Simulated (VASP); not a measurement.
Write the native input for VASP 6.6.1 that does the following.

| Property | Result |
| --- | --- |
| Task | single point |
| Functional | r2SCAN |
| Potentials or basis | VASP PAW PBE potentials, release 64 (Ti_sv, O) |
| Cutoff | 520 eV |
| k mesh | 6 × 6 × 4 |
| Occupations | gaussian, width 0.02 eV |
| Spin | no spin polarisation |
| Hubbard terms | Ti d U = 4.0 eV |
| Dipole correction | no |
| Further INCAR settings | ALGO = Normal; EDIFF = 1e-06; NBANDS = 60 |

TiO2:

```
Ti O
1.0
     3.79657    0.00000    0.00000
     0.00000    3.79657    0.00000
     0.00000    0.00000    9.80717
Ti O
4 8
Direct
  0.00000 0.00000 0.00000
  0.00000 0.50000 0.25000
  0.50000 0.50000 0.50000
  0.50000 0.00000 0.75000
  0.00000 0.50000 0.45441
  0.00000 0.00000 0.20441
  0.00000 0.50000 0.04559
  0.50000 0.50000 0.29559
  0.50000 0.00000 0.95441
  0.50000 0.50000 0.70441
  0.50000 0.00000 0.54559
  0.00000 0.00000 0.79559
```

This cell differs from its parent crystal: strain along c alone, the other axes held: +1.5 %, then relaxed in part.

These files were run (other wordings do the same):

POSCAR

```
TiO2
1.0
    3.7965674209      0.0000000000      0.0000000000
    0.0000000000      3.7965674209      0.0000000000
    0.0000000000      0.0000000000      9.8071652144
Ti O
4 8
Direct
    0.0000000000      0.0000000000      0.0000000000
    0.0000000000      0.5000000000      0.2500000000
    0.5000000000      0.5000000000      0.5000000000
    0.5000000000      0.0000000000      0.7500000000
    0.0000000000      0.5000000000      0.4544114745
    0.0000000000      0.0000000000      0.2044114745
    0.0000000000      0.5000000000      0.0455885255
    0.5000000000      0.5000000000      0.2955885255
    0.5000000000      0.0000000000      0.9544114745
    0.5000000000      0.5000000000      0.7044114745
    0.5000000000      0.0000000000      0.5455885255
    0.0000000000      0.0000000000      0.7955885255
```

INCAR.step1

```
ALGO = Normal
EDIFF = 1E-4
ENCUT = 520
GGA = PE
ISMEAR = 0
LASPH = True
LCHARG = False
LDAU = True
LDAUJ = 0 0
LDAUL = 2 -1
LDAUTYPE = 2
LDAUU = 4 0
LMAXMIX = 4
LREAL = False
LWAVE = True
NBANDS = 60
NELM = 150
PREC = Accurate
SIGMA = 0.02
```

INCAR.step2

```
ALGO = Normal
EDIFF = 1E-6
ENCUT = 520
ISIF = 2
ISMEAR = 0
ISTART = 1
LASPH = True
LCHARG = False
LDAU = True
LDAUJ = 0 0
LDAUL = 2 -1
LDAUPRINT = 1
LDAUTYPE = 2
LDAUU = 4 0
LMAXMIX = 4
LMIXTAU = True
LREAL = False
LWAVE = False
METAGGA = R2SCAN
NBANDS = 60
NELM = 150
PREC = Accurate
SIGMA = 0.02
```

KPOINTS

```
k-points
0
Gamma
  6 6 4
```

Potentials or basis: VASP PAW PBE potentials, release 64 (Ti_sv, O).

The run is started by

```console
$ cat potpaw_PBE.64/Ti_sv/POTCAR potpaw_PBE.64/O/POTCAR > POTCAR
$ cp INCAR.step1 INCAR
$ mpirun -np 1 vasp_std > vasp.out
$ cp INCAR.step2 INCAR
$ mpirun -np 1 vasp_std > vasp.out
```

It gave:

The pressure is 2.3 GPa and the largest force is 0.157 eV/Å. The band gap on the k mesh is 3.28 eV.

Caveat: the cell differs from its parent crystal (strain along c alone, the other axes held: +1.5 %, then relaxed in part); the PAW data sets were made with another functional, which shifts forces and pressure a little.

Wall time 37 min on 1 thread of Oxide Virtual Turin-like Processor, on a shared host, peak memory 0.34 GiB.
